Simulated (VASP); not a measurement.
Crystal: Zn2O.

```
Zn O
1.0
     2.95000    0.00000    0.00000
    -1.47500    2.55477    0.00000
     0.00000    0.00000    4.86000
Zn O
2 1
Direct
  0.66667 0.33333 0.75000
  0.33333 0.66667 0.25000
  0.00000 0.00000 0.00000
```

| Property | Result |
| --- | --- |
| Program | VASP 6.6.1 |
| Task | relaxation of cell and atoms |
| Functional | PBE |
| Potentials or basis | VASP PAW PBE potentials, release 64 (Zn, O) |
| Cutoff | 600 eV |
| k mesh | 8 × 8 × 4 |
| Occupations | gaussian, width 0.2 eV |
| Spin | no spin polarisation |

At the start: pressure 8.8 GPa; volume 12.21 Å³/atom.

Where does the relaxation end?

Over 6 steps the energy falls by 130.8 meV/atom and the volume is 12.24 Å³/atom (+0.3 %); space group P-3m1 (No. 164, to 0.1 Å) before and after.

The path:
```tsv
step	energy change (eV)	largest force (eV/Å)	pressure (GPa)	volume (Å³)
1	0.0000	2.2491	8.78	36.63
2	-0.2617	0.1025	-7.38	40.28
3	-0.2738	0.4210	-5.39	39.59
4	-0.3700	0.2538	-2.71	37.86
5	-0.3917	0.0170	0.55	36.52
6	-0.3924	0.0311	0.09	36.72
```

Final structure:
```xyz
3
Lattice="3.0281 0.0000 0.0000 -1.5140 2.6224 0.0000 0.0000 0.0000 4.6242" Properties=species:S:1:pos:R:3 pbc="T T T"
Zn    1.5140    0.8741    3.3206
Zn    0.0000    1.7483    1.3036
O     0.0000    0.0000    0.0000
```
